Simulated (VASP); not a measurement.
Write the native input for VASP 6.6.1 that does the following.

```
Task                   : single point
Functional             : PBE
Potentials or basis    : VASP PAW PBE potentials, release 64 (Ti_sv)
Cutoff                 : 520 eV
k mesh                 : 6 × 6 × 1
Occupations            : gaussian, width 0.1 eV
Spin                   : no spin polarisation
Dipole correction      : yes
Further INCAR settings : LREAL = Auto; ALGO = Normal; EDIFF = 1e-06; NBANDS = 110
```

The structure of Ti lies in POSCAR:

```
Ti
1.0
    5.8769161223      0.0000000000      0.0000000000
   -2.9384580611      5.0895586578      0.0000000000
    0.0000000000      0.0000000000     23.9759510220
Ti
16
Direct
    0.3333333333      0.1666666667      0.3545219121
    0.3333333333      0.6666666667      0.3545219121
    0.8333333333      0.1666666667      0.3545219121
    0.8333333333      0.6666666667      0.3545219121
    0.1666666667      0.3333333333      0.4515073040
    0.1666666667      0.8333333333      0.4515073040
    0.6666666667      0.3333333333      0.4515073040
    0.6666666667      0.8333333333      0.4515073040
    0.3333333333      0.1666666667      0.5523375251
    0.3333333333      0.6666666667      0.5523375251
    0.8333333333      0.1666666667      0.5523375251
    0.8333333333      0.6666666667      0.5523375251
    0.1666666667      0.3333333333      0.6425495685
    0.1666666667      0.8333333333      0.6425495685
    0.6666666667      0.3333333333      0.6425495685
    0.6666666667      0.8333333333      0.6425495685
```

One way to write it, as run:

INCAR

```
SYSTEM = Ti
ALGO     = Normal         ! electronic algorithm
DIPOL    = 0.5 0.5 0.500
EDIFF    = 1E-6           ! SCF threshold, eV
ENCUT    = 520            ! plane-wave cutoff, eV
GGA      = PE             ! functional
IDIPOL   = 3            
ISIF     = 2              ! what is computed and relaxed
ISMEAR   = 0              ! smearing method
LASPH    = .TRUE.         ! aspherical terms in the spheres
LCHARG   = .TRUE.         ! write CHGCAR
LDIPOL   = .TRUE.       
LELF     = .TRUE.         ! ELF
LREAL    = Auto         
LVACPOTAV= .TRUE.       
LVHAR    = .TRUE.       
LWAVE    = .FALSE.        ! write WAVECAR
NBANDS   = 110            ! bands
NELM     = 100            ! most SCF steps
PREC     = Accurate       ! precision mode
SIGMA    = 0.1            ! smearing width, eV
```

KPOINTS

```
k-points
0
G
  6 6 1
  0 0 0
```

Potentials or basis: VASP PAW PBE potentials, release 64 (Ti_sv).

Run with:

```sh
$ cat potpaw_PBE.64/Ti_sv/POTCAR > POTCAR
$ mpirun -np 1 vasp_std > vasp.out
```

Results of the run:

```json
{
 "Largest force": "0.620 eV/Å",
 "Band gap on the k mesh": "zero (band 96 reaches 1.13 eV, above the bottom of band 97 at 0.31 eV)"
}
```

It took 24 min on 1 thread of Intel(R) Xeon(R) 6975P-C (Granite Rapids) (shared host), peak memory 0.92 GiB.
